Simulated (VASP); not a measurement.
TaSi2: single point with PBE

TaSi2:

```
Ta Si
1.0
     4.80510    0.00000    0.00000
    -2.40255    4.16134    0.00000
     0.00000    0.00000    6.59887
Ta Si
3 6
Direct
  0.50000 0.00000 0.50000
  0.50000 0.50000 0.83333
  0.00000 0.50000 0.16667
  0.14931 0.29862 0.50000
  0.84108 0.15892 0.83333
  0.68216 0.84108 0.16667
  0.84108 0.68216 0.50000
  0.15892 0.84108 0.83333
  0.31784 0.15892 0.16667
```

This cell differs from its parent crystal: atom 4 (Si) moved -0.080 Å towards its neighbour atom 1 (Ta) at 2.839 Å.

```json
{
  "Program": "VASP 6.6.1",
  "Task": "single point",
  "Functional": "PBE",
  "Potentials or basis": "VASP PAW PBE potentials, release 64 (Ta_pv, Si)",
  "Cutoff": "520 eV",
  "k mesh": "9 × 9 × 6",
  "Occupations": "gaussian, width 0.15 eV",
  "Spin": "no spin polarisation"
}
```

The pressure is 0.2 GPa. The largest force is 0.635 eV/Å.

Forces in eV/Å, atoms in the order of the input:
```
Ta   0.000 -0.214  0.000
Ta  -0.040 -0.061 -0.094
Ta   0.040 -0.061  0.094
Si   0.000  0.635  0.000
Si  -0.052  0.030  0.067
Si  -0.044 -0.062 -0.021
Si   0.000 -0.234  0.000
Si   0.044 -0.062  0.021
Si   0.052  0.030 -0.067
```

Stress tensor (GPa, compression positive):
```
 0.18  0.00 -0.25
 0.00  0.50  0.00
-0.25  0.00 -0.16
```

Levels at points of the mesh, in eV from the Fermi level:
```
           k point  band 26  band 27  band 28  band 29  band 30  band 31  band 32  band 33
(0.00, 0.00, 0.00)    -2.41    -2.11    -2.10    -1.42     0.76     2.88     2.89     3.34
(0.00, 0.00, 0.50)    -2.10    -1.78    -1.68     1.13     1.14     2.45     2.52     3.39
```

It took 5.8 min on 1 thread of Intel(R) Xeon(R) 6975P-C (Granite Rapids), on a shared host, peak memory 0.63 GiB.

Caveat: the cell differs from its parent crystal (atom 4 (Si) moved -0.080 Å towards its neighbour atom 1 (Ta) at 2.839 Å); spin-orbit coupling is left out, which moves the levels of the heavy elements.
